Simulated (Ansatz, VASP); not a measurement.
# TaN in VASP and in Ansatz

```
Ta N
1.0
     3.10778    0.00000    0.00000
    -1.55389    2.69142    0.00000
     0.00000    0.00000    5.01446
Ta N
2 2
Direct
  0.00000 0.00000 0.00000
  0.00000 0.00000 0.50000
  0.33333 0.66667 0.25000
  0.66667 0.33333 0.75000
```

Change from the starting cell: volume scaled by 1.06, PAW files.

Alike in both runs: task electric field gradients; functional PBE; k mesh 9 × 9 × 5; occupations fermi-dirac, width 0.01 eV; no spin polarisation.

|  | VASP | Ansatz |
| --- | --- | --- |
| version | VASP 6.6.1 | Ansatz 0.2.0 |
| potentials or method | VASP PAW PBE potentials, release 64 (Ta_pv, N) | PAW with Ansatz's default frozen-core files, scalar-relativistic |
| plane-wave cutoff (eV) | 520 | 420 |
| valence electrons in the cell | 32 | 36 |

VASP gave:

```
pressure (GPa)                                                : 32.6
traceless stress, the component that is largest in VASP (GPa) : 47.41
size of Vzz on the site where it differs most (V/Å²)          : 180.6
```

Q: What did Ansatz give for the same quantities?

A: Pressure (GPa): 31.6; traceless stress, the component that is largest in VASP (GPa): 47.23; size of Vzz on the site where it differs most (V/Å²): 216.2.

Both programs put the cell under a high pressure, so it lies far from rest at this level. The functional is the same, so the differences come from potentials, cutoffs and numerics. VASP's potentials hold 32 valence electrons a cell and Ansatz's 36, so a difference there can come from the potentials and not from the codes.

Neither program's run includes spin-orbit coupling.
